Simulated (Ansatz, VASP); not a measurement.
**One calculation of RuS, two programs**

Contents of INCAR:

```
PREC = Accurate
ENCUT = 520
EDIFF = 1E-6
ISMEAR = 0
SIGMA = 0.05
LREAL = False
LASPH = True
NELM = 150
ALGO = Normal
ISIF = 2
LWAVE = False
LCHARG = True
ISPIN = 2
MAGMOM = 4 4 0 0
LORBIT = 11
LMAXMIX = 4
LDAU = True
LDAUTYPE = 1
LDAUL = 2 -1
LDAUU = 2 0
LDAUJ = 0.9 0
LDAUPRINT = 1
GGA = CA
LELF = True
LVHAR = True
NBANDS = 32
```

The input KPOINTS:

```
Automatic mesh
0
Gamma
  6 6 6
```

POSCAR

```
RuS
1.0
    0.0000000000      2.5467554600      2.5467554600
    2.5467554600      0.0000000000      2.5467554600
    5.0935109200      5.0935109200      0.0000000000
Ru S
2 2
Direct
    0.5000000000      0.5000000000      0.2500000000
    0.5000000000      0.5000000000      0.7500000000
    0.0000000000      0.0000000000      0.0000000000
    0.0000000000      0.0000000000      0.5000000000
```

Input for Ansatz:

```yaml
crystal:
  lattice:
    - [0.0, 2.54675546, 2.54675546]
    - [2.54675546, 0.0, 2.54675546]
    - [5.09351092, 5.09351092, 0.0]
  atoms:
    - { symbol: Ru, position: [0.5, 0.5, 0.25], spin: 4.0 }
    - { symbol: S, position: [0.0, 0.0, 0.0] }
    - { symbol: Ru, position: [0.5, 0.5, 0.75], spin: 4.0 }
    - { symbol: S, position: [0.0, 0.0, 0.5] }
basis:
  ecutwfc: 420
  ecutrho_ratio: 4
kpoints:
  mp_grid: { grid: [6, 6, 6] }
hamiltonian:
  xc: lda
  hubbard:
    sites:
      - { site: 0, l: d, u: 2.0, j: 0.9 }
      - { site: 2, l: d, u: 2.0, j: 0.9 }
scf:
  occupations: { method: gaussian, width: 0.05 }
  lower_state_search: "off"
  max_iter: 150
output:
  forces: true
  stress: true
  eigenvalues: true
  populations: true
  hubbard: { sites: [{ site: 0, l: d }, { site: 2, l: d }] }
magnetization:
  spin_polarized: true
```

Alike in both runs: task single point; functional LDA; k mesh 6 × 6 × 6; occupations gaussian, width 0.05 eV; collinear spin; Hubbard terms Ru d U = 2.0 eV, J = 0.9 eV.

|  | VASP | Ansatz |
| --- | --- | --- |
| version | VASP 6.6.1 | Ansatz 0.2.0 |
| potentials or method | VASP PAW LDA potentials, release 64 (Ru_pv, S), cutoff 520 eV | scalar-relativistic, plane waves, PAW |
| valence electrons in the cell | 40 | 44 |

|  | VASP | Ansatz | Ansatz less VASP |
| --- | --- | --- | --- |
| gap on the k mesh at the Fermi level (eV) | none | none | - |
| pressure (GPa) | -22.1 | -22.8 | -0.75 |
| net moment per atom (μB) | 0.53 | 0.41 | -0.127 |
| size of the moment on the site where the two differ most (μB) | 0.93 | 0.63 | -0.294 |

The net moments are unlike, so the other rows may belong to different states. LDA's correlation is that of Perdew and Zunger in VASP and of Perdew and Wang (1992) in Ansatz. Site moments also hang on the region over which each program counts them. The programs project onto different local orbitals, so the same U acts differently, and such runs can settle in different states. A gap of «none» marks a metal or a gap that the smearing closes. VASP's potentials hold 40 valence electrons a cell and Ansatz's 44, so a difference there can come from the potentials and not from the codes. Ansatz's warnings: filled band counts differ across k points.
